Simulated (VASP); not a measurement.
Here is a VASP 6.6.1 calculation.

File INCAR:

```
SYSTEM = PbS
PREC = Accurate
ENCUT = 520
EDIFF = 1E-6
ISMEAR = -1
SIGMA = 0.06
LREAL = .FALSE.
LASPH = .TRUE.
NELM = 80
ALGO = Normal
ISIF = 2
LWAVE = .FALSE.
LCHARG = .FALSE.
GGA = CA
NBANDS = 17
```

File KPOINTS:

```
Automatic mesh
0
G
  8 8 8
  0 0 0
```

The input POSCAR:

```
PbS
1.0
    0.0000000000      2.9451000000      2.9451000000
    2.9451000000      0.0000000000      2.9451000000
    2.9451000000      2.9451000000      0.0000000000
Pb S
1 1
Direct
    0.0000000000      0.0000000000      0.0000000000
    0.5000000000      0.5000000000      0.5000000000
```

Potentials or basis: VASP PAW LDA potentials, release 64 (Pb_d, S).

Run with:

```console
$ cat potpaw_LDA.64/Pb_d/POTCAR potpaw_LDA.64/S/POTCAR > POTCAR
$ mpirun -np 1 vasp_std > vasp.out
```

(1) What does it give for the pressure?

(2) Predict the band gap on the k mesh.

Answers

(1) -1.4 GPa.

(2) 0.13 eV, direct.

Caveat: spin-orbit coupling is left out, which moves the levels of the heavy elements.
